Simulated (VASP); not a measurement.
# Ni (Im-3m) in VASP: settings compared

Ni is run at these levels: PBE, LDA; tasks: single point.

Program: VASP 6.6.1. These are calculated values, not measurements. Logs are shortened: lines on timing, memory, paths and dates and some standing lists are left out, and cuts for length are marked.

**1. The cell of the first run**

The structure is cubic, space group Im-3m (No. 229). Conventional cell: a = 2.822 Å, b = 2.822 Å, c = 2.822 Å, α = 90.00°, β = 90.00°, γ = 90.00°. Ni (site symmetry m-3m) has 14 Ni at 2.44 to 2.82 Å within 3.2 Å.

**2. Single point, PBE, collinear spin, ferromagnetic start (volume scaled by 1.06)**

INCAR

```
  ALGO = Normal
  EDIFF = 1E-6
  ENCUT = 520
  GGA = PE
  ISIF = 2
  ISMEAR = -1
  ISPIN = 2
  LASPH = True
  LCHARG = True
  LELF = True
  LMAXMIX = 4
  LORBIT = 11
  LREAL = False
  LVHAR = True
  LWAVE = False
  MAGMOM = 1
  NBANDS = 15
  NELM = 150
  PREC = Accurate
  SIGMA = 0.05
```

KPOINTS

```
k-points
0
Gamma
  13 13 13
```

POSCAR

```
Ni
1.0
   -1.4108540358      1.4108540358      1.4108540358
    1.4108540358     -1.4108540358      1.4108540358
    1.4108540358      1.4108540358     -1.4108540358
Ni
1
Direct
    0.0000000000      0.0000000000      0.0000000000
```

Potentials or basis: VASP PAW PBE potentials, release 64 (Ni).

On the command line:

```bash
> cat potpaw_PBE.64/Ni/POTCAR > POTCAR
> mpirun -np 1 vasp_std > vasp.out
```

OUTCAR:

```text
EDIFF = 1E-6
   ENCUT = 520
   GGA = PE
   ISIF = 2
   ISMEAR = -1
   ISPIN = 2
   LASPH = True
   LORBIT = 11
   LREAL = False
   NELM = 150
   PREC = Accurate

 ion  position               nearest neighbor table
   1  0.000  0.000  0.000-

  LATTYP: Found a body centered cubic cell.
 ALAT       =     2.8217080716

  Lattice vectors:

 A1 = (  -1.4108540358,   1.4108540358,   1.4108540358)
 A2 = (   1.4108540358,  -1.4108540358,   1.4108540358)
 A3 = (   1.4108540358,   1.4108540358,  -1.4108540358)

Analysis of symmetry for initial positions (statically):
=====================================================================
 Subroutine PRICEL returns:
 Original cell was already a primitive cell.

 Routine SETGRP: Setting up the symmetry group for a
 body centered cubic supercell.

 Subroutine GETGRP returns: Found 48 space group operations
 (whereof 48 operations were pure point group operations)
 out of a pool of 48 trial point group operations.

The static configuration has the point symmetry O_h .

Analysis of symmetry for dynamics (positions and initial velocities):
=====================================================================
 Subroutine PRICEL returns:
 Original cell was already a primitive cell.

 Routine SETGRP: Setting up the symmetry group for a
 body centered cubic supercell.

 Subroutine GETGRP returns: Found 48 space group operations
 (whereof 48 operations were pure point group operations)
 out of a pool of 48 trial point group operations.

The dynamic configuration has the point symmetry O_h .

Analysis of structural, dynamic, and magnetic symmetry:
=====================================================================
 Subroutine PRICEL returns:
 Original cell was already a primitive cell.

 Routine SETGRP: Setting up the symmetry group for a
 body centered cubic supercell.

 Subroutine GETGRP returns: Found 48 space group operations
 (whereof 48 operations were pure point group operations)
 out of a pool of 48 trial point group operations.

The overall configuration has the point symmetry O_h .

 Subroutine INISYM returns: Found 48 space group operations
 (whereof 48 operations are pure point group operations),
 and found     1 'primitive' translations

----------------------------------------------------------------------------------------

                                     Primitive cell

  volume of cell :      11.2333

  direct lattice vectors                    reciprocal lattice vectors
    -1.410854036  1.410854036  1.410854036     0.000000000  0.354395272  0.354395272
     1.410854036 -1.410854036  1.410854036     0.354395272  0.000000000  0.354395272
     1.410854036  1.410854036 -1.410854036     0.354395272  0.354395272  0.000000000

[... 118 lines left out ...]
 number of electron      10.0000000 magnetization       1.0000000

 number of electron       9.9999984 magnetization       0.5979046

 Free energy of the ion-electron system (eV)
  ---------------------------------------------------
  ext. energy  EPLUGINS =         0.00000000
  ---------------------------------------------------
  free energy    TOTEN  =        -5.37929558 eV

  energy without entropy =       -5.36451991  energy(sigma->0) =       -5.37190774

 E-fermi :   8.8094     XC(G=0): -13.0627

 val. band max:        8.8027104192   @ k =  -0.3846  -0.3846   0.1538
 cond. band min:       8.8157680484   @ k =  -0.3077   0.3846   0.0769
 fundamental gap:      0.0130576292
 Fermi energy:         8.8093987489

 spin component 1

 k-point     1 :       0.0000    0.0000    0.0000
  band No.  band energies     occupation
      1       0.1366      1.00000
      2       6.5755      1.00000
      3       6.5755      1.00000
      4       6.5755      1.00000
      5       7.9286      1.00000
      6       7.9286      1.00000
      7      34.9334      0.00000
      8      34.9334      0.00000
      9      34.9334      0.00000
     10      39.6154      0.00000
     11      39.6154      0.00000
     12      40.2871      0.00000
     13      40.2871      0.00000
     14      40.2871      0.00000
[... 403 lines left out ...]
      4       7.8082      1.00000
      5       7.9995      1.00000
      6       8.5259      0.99657
      7      21.6207      0.00000
      8      26.2280      0.00000
      9      27.3699      0.00000
     10      36.2578      0.00000
     11      39.4838      0.00000
     12      42.2423      0.00000
     13      44.1984      0.00000
     14      47.5710      0.00000
     15      50.4610      0.00000

 [... further k-points ...]

 spin component 2

 k-point     1 :       0.0000    0.0000    0.0000
  band No.  band energies     occupation
      1       0.1255      1.00000
      2       7.2914      1.00000
      3       7.2914      1.00000
      4       7.2914      1.00000
      5       8.4595      0.99909
      6       8.4595      0.99909
      7      34.8275      0.00000
      8      34.8275      0.00000
      9      34.8275      0.00000
     10      39.5420      0.00000
     11      39.5420      0.00000
     12      40.4853      0.00000
     13      40.4853      0.00000
     14      40.4853      0.00000
[... 403 lines left out ...]
      4       8.3852      0.99979
      5       8.5442      0.99506
      6       9.2461      0.00016
      7      21.7725      0.00000
      8      26.2819      0.00000
      9      27.5044      0.00000
     10      36.2350      0.00000
     11      39.5715      0.00000
     12      42.2585      0.00000
     13      44.2304      0.00000
     14      47.6322      0.00000
     15      50.5689      0.00000

 [... further k-points ...]
[... 5 lines left out ...]
  --------------------------------------------------------------------------------------
  -------------------------------------------------------------------------------------
  Total       -0.2675561     -0.2675561     -0.2675561     -0.0000000      0.0000000     -0.0000000
  in kB      -38.1609494    -38.1609494    -38.1609494     -0.0000000      0.0000000     -0.0000000
  external PRESSURE =     -38.1609494 kB  Pullay stress =       0.0000000 kB

 VOLUME and BASIS-vectors are now :
 -----------------------------------------------------------------------------
  energy-cutoff  :      520.00
  volume of cell :       11.23
      direct lattice vectors                 reciprocal lattice vectors
    -1.410854036  1.410854036  1.410854036     0.000000000  0.354395272  0.354395272
     1.410854036 -1.410854036  1.410854036     0.354395272  0.000000000  0.354395272
     1.410854036  1.410854036 -1.410854036     0.354395272  0.354395272  0.000000000

 POSITION                                       TOTAL-FORCE (eV/Angst)
 -----------------------------------------------------------------------------------
      0.00000      0.00000      0.00000         0.000000     -0.000000      0.000000
 -----------------------------------------------------------------------------------
    total drift:                                0.000000     -0.000000      0.000000

  FREE ENERGIE OF THE ION-ELECTRON SYSTEM (eV)
  ---------------------------------------------------
  free  energy   TOTEN  =        -5.3792955816 eV

  energy  without entropy=       -5.3645199064  energy(sigma->0) =       -5.37190774

 total charge

# of ion       s       p       d       tot
------------------------------------------
    1        0.479   0.461   8.319   9.260

 magnetization (x)

# of ion       s       p       d       tot
------------------------------------------
    1       -0.004  -0.016   0.628   0.608
```

stdout:

```text
POSCAR found type information on POSCAR Ni
 POSCAR found :  1 types and       1 ions
 scaLAPACK will be used
 LDA part: xc-table for (Slater+PW92), standard interpolation
 POSCAR, INCAR and KPOINTS ok, starting setup
 FFT: planning ... GRIDC
 FFT: planning ... GRID_SOFT
 FFT: planning ... GRID
 WAVECAR not read
 entering main loop
```

It took 63 s on 1 thread of AMD EPYC 7R13, shared host; peak memory 0.11 GiB.

Results:

```
Free energy                                           : -5.3793 eV
Pressure                                              : -3.8 GPa
Net moment                                            : 0.60 μB per cell
Site moments                                          : Ni +0.61 μB
Valence electrons inside the program's atomic spheres : Ni 9.26
```

Caveat: the cell differs from its parent crystal (volume scaled by 1.06).

**3. Single point, PBE**

This run uses another cell than the first one, of 10.60 Å³/atom, 0.943 times its volume.

INCAR

```
ALGO = Normal
EDIFF = 1E-6
ENCUT = 520
GGA = PE
ISIF = 2
ISMEAR = -1
LASPH = T
LCHARG = T
LELF = T
LREAL = F
LVHAR = T
LWAVE = F
NBANDS = 11
NELM = 80
PREC = Accurate
SIGMA = 0.05
```

KPOINTS is that of step 2.

POSCAR

```
Ni
1.0
   -1.3837154700      1.3837154700      1.3837154700
    1.3837154700     -1.3837154700      1.3837154700
    1.3837154700      1.3837154700     -1.3837154700
Ni
1
Direct
    0.0000000000      0.0000000000      0.0000000000
```

Potentials or basis: VASP PAW PBE potentials, release 64 (Ni).

On the command line:

```bash
> cat potpaw_PBE.64/Ni/POTCAR > POTCAR
> mpirun -np 1 vasp_std > vasp.out
```

Wall time 5.8 s (1 thread of Intel Xeon Platinum 8559C (Emerald Rapids), shared host); peak memory 0.12 GiB.

The run converged. Its results:

```yaml
Free_energy: -5.3619 eV
Pressure: 5.8 GPa
Band_gap_on_the_k_mesh: zero (band 5 reaches 9.92 eV, above the bottom of band 6 at 8.90 eV)
```

Levels at points of the mesh, in eV from the Fermi level:
```
           k point  band 2  band 3  band 4  band 5  band 6  band 7  band 8  band 9
(0.00, 0.00, 0.00)   -1.98   -1.98   -1.98   -0.60   -0.60   26.73   26.73   26.73
```

Caveat: the run has no spin polarisation, though such a crystal can be magnetic. Spin polarisation is off, so any magnetic state and its effect on volume and gap are missing.

**4. Single point, PBE, collinear spin, ferromagnetic start**

This run uses another cell than the first one, of 10.60 Å³/atom, 0.943 times its volume.

INCAR

```
SYSTEM = Ni
ALGO = Fast
EDIFF = 1E-6
ENCUT = 520
GGA = PE
ISIF = 2
ISMEAR = -1
ISPIN = 2
LASPH = .TRUE.
LCHARG = .FALSE.
LMAXMIX = 4
LORBIT = 11
LREAL = .FALSE.
LWAVE = .FALSE.
MAGMOM = 0.83
NBANDS = 15
NELM = 150
PREC = Accurate
SIGMA = 0.05
```

KPOINTS

```
k-points
0
G
  13 13 13
  0 0 0
```

POSCAR is that of step 3.

Potentials or basis: VASP PAW PBE potentials, release 64 (Ni).

On the command line:

```bash
> cat potpaw_PBE.64/Ni/POTCAR > POTCAR
> mpirun -np 1 vasp_std > vasp.out
```

OUTCAR:

```text
SYSTEM = Ni
   EDIFF = 1E-6
   ENCUT = 520
   GGA = PE
   ISIF = 2
   ISMEAR = -1
   ISPIN = 2
   LASPH = .TRUE.
   LORBIT = 11
   LREAL = .FALSE.
   NELM = 150
   PREC = Accurate

 ion  position               nearest neighbor table
   1  0.000  0.000  0.000-

  LATTYP: Found a body centered cubic cell.
 ALAT       =     2.7674309400

  Lattice vectors:

 A1 = (  -1.3837154700,   1.3837154700,   1.3837154700)
 A2 = (   1.3837154700,  -1.3837154700,   1.3837154700)
 A3 = (   1.3837154700,   1.3837154700,  -1.3837154700)

Analysis of symmetry for initial positions (statically):
=====================================================================
 Subroutine PRICEL returns:
 Original cell was already a primitive cell.

 Routine SETGRP: Setting up the symmetry group for a
 body centered cubic supercell.

 Subroutine GETGRP returns: Found 48 space group operations
 (whereof 48 operations were pure point group operations)
 out of a pool of 48 trial point group operations.

[... 622 lines left out ...]
      1       0.5477      1.00000
      2       7.9458      1.00000
      3       7.9458      1.00000
      4       7.9458      1.00000
      5       9.2225      0.99955
      6       9.2225      0.99955
      7      36.2633      0.00000
      8      36.2633      0.00000
      9      36.2633      0.00000
     10      41.3672      0.00000
     11      41.3672      0.00000
     12      42.8669      0.00000
     13      42.8669      0.00000
     14      42.8670      0.00000
[... 403 lines left out ...]
      4       9.1415      0.99991
      5       9.3166      0.99703
      6      10.0704      0.00010
      7      23.1511      0.00000
      8      27.6947      0.00000
      9      29.2039      0.00000
     10      37.8697      0.00000
     11      41.6264      0.00000
     12      44.2652      0.00000
     13      46.2849      0.00000
     14      49.8877      0.00000
     15      52.9253      0.00000

 [... further k-points ...]
[... 5 lines left out ...]
  --------------------------------------------------------------------------------------
  -------------------------------------------------------------------------------------
  Total        0.4972217      0.4972217      0.4972217      0.0000000      0.0000000     -0.0000000
  in kB       75.1727281     75.1727281     75.1727281      0.0000000      0.0000000     -0.0000000
  external PRESSURE =      75.1727281 kB  Pullay stress =       0.0000000 kB

 VOLUME and BASIS-vectors are now :
 -----------------------------------------------------------------------------
  energy-cutoff  :      520.00
  volume of cell :       10.60
      direct lattice vectors                 reciprocal lattice vectors
    -1.383715470  1.383715470  1.383715470     0.000000000  0.361345964  0.361345964
     1.383715470 -1.383715470  1.383715470     0.361345964  0.000000000  0.361345964
     1.383715470  1.383715470 -1.383715470     0.361345964  0.361345964  0.000000000

 POSITION                                       TOTAL-FORCE (eV/Angst)
 -----------------------------------------------------------------------------------
      0.00000      0.00000      0.00000         0.000000      0.000000      0.000000
 -----------------------------------------------------------------------------------
    total drift:                                0.000000      0.000000      0.000000

  FREE ENERGIE OF THE ION-ELECTRON SYSTEM (eV)
  ---------------------------------------------------
  free  energy   TOTEN  =        -5.3729192832 eV

  energy  without entropy=       -5.3585380504  energy(sigma->0) =       -5.36572867

 total charge

# of ion       s       p       d       tot
------------------------------------------
    1        0.503   0.513   8.346   9.362

 magnetization (x)

# of ion       s       p       d       tot
------------------------------------------
    1       -0.003  -0.015   0.600   0.581
```

stdout:

```text
POSCAR found type information on POSCAR Ni
 POSCAR found :  1 types and       1 ions
 scaLAPACK will be used
 LDA part: xc-table for (Slater+PW92), standard interpolation
 POSCAR, INCAR and KPOINTS ok, starting setup
 FFT: planning ... GRIDC
 FFT: planning ... GRID_SOFT
 FFT: planning ... GRID
 WAVECAR not read
 entering main loop
WARNING in EDDRMM: call to ZHEGV failed, returncode =   8  4     12
WARNING in EDDRMM: call to ZHEGV failed, returncode =   6  3     14
WARNING in EDDRMM: call to ZHEGV failed, returncode =   6  3     15
```

Run time: 16 s. Hardware: 1 thread of Intel Xeon Platinum 8559C (Emerald Rapids), shared host; peak memory 0.14 GiB.

What came out:

```
Free energy                                           : -5.3729 eV
Pressure                                              : 7.5 GPa
Net moment                                            : 0.58 μB per cell
Site moments                                          : Ni +0.58 μB
Valence electrons inside the program's atomic spheres : Ni 9.36
```

**5. Single point, LDA, collinear spin, ferromagnetic start (volume scaled by 0.94)**

INCAR

```
PREC = Accurate ; ENCUT = 520
EDIFF = 1E-6 ; ISMEAR = -1
SIGMA = 0.05 ; LREAL = False
LASPH = True ; NELM = 150
ALGO = Normal ; ISIF = 2
LWAVE = False ; LCHARG = False
ISPIN = 2 ; MAGMOM = 1
LORBIT = 11 ; LMAXMIX = 4
GGA = CA ; NBANDS = 15
```

KPOINTS

```
Automatic mesh
0
Gamma
  13 13 13
```

POSCAR

```
Ni
1.0
   -1.3554684528      1.3554684528      1.3554684528
    1.3554684528     -1.3554684528      1.3554684528
    1.3554684528      1.3554684528     -1.3554684528
Ni
1
Direct
    0.0000000000      0.0000000000      0.0000000000
```

Potentials or basis: VASP PAW LDA potentials, release 64 (Ni).

On the command line:

```bash
> cat potpaw_LDA.64/Ni/POTCAR > POTCAR
> mpirun -np 1 vasp_std > vasp.out
```

Wall time 42 s (1 thread of AMD EPYC 7R13 (Zen 3), shared host); peak memory 0.1 GiB.

The run converged. Its results:

- Free energy: -6.4860 eV
- Pressure: 2.2 GPa
- Net moment: 0.14 μB per cell
- Site moments: Ni +0.14 μB
- Valence electrons inside the program's atomic spheres: Ni 9.49

Levels at points of the mesh, in eV from the Fermi level:
Spin up:
```tsv
k point	band 1	band 2	band 3	band 4	band 5	band 6	band 7	band 8	band 9	band 10
(0.00, 0.00, 0.00)	-9.44	-2.26	-2.26	-2.26	-0.68	-0.68	27.45	27.45	27.45	33.01
```
Spin down:
```
           k point  band 3  band 4  band 5  band 6  band 7  band 8
(0.00, 0.00, 0.00)   -2.11   -2.11   -0.57   -0.57   27.45   27.45
```

Caveat: the cell differs from its parent crystal (volume scaled by 0.94).

**6. Summary**

```tsv
level	potentials or basis	spin	cell	gap on the mesh (eV)	pressure (GPa)	moment (μB)
PBE	VASP PAW PBE potentials, release 64 (Ni)	collinear, ferromagnetic start	a = 2.444 Å, angles 109.5°, 1 atom	none	-3.8	0.60
PBE	VASP PAW PBE potentials, release 64 (Ni)	off	a = 2.397 Å, angles 109.5°, 1 atom	none	5.8	-
PBE	VASP PAW PBE potentials, release 64 (Ni)	collinear, ferromagnetic start	a = 2.397 Å, angles 109.5°, 1 atom	none	7.5	0.58
LDA	VASP PAW LDA potentials, release 64 (Ni)	collinear, ferromagnetic start	a = 2.348 Å, angles 109.5°, 1 atom	none	2.2	0.14
```

Alike in all rows: task single point; k mesh 13 × 13 × 13; cutoff (eV) 520; smearing fermi-dirac 0.05 eV.

Total energies depend on the potentials used, so only differences within one code and one set of settings carry meaning.
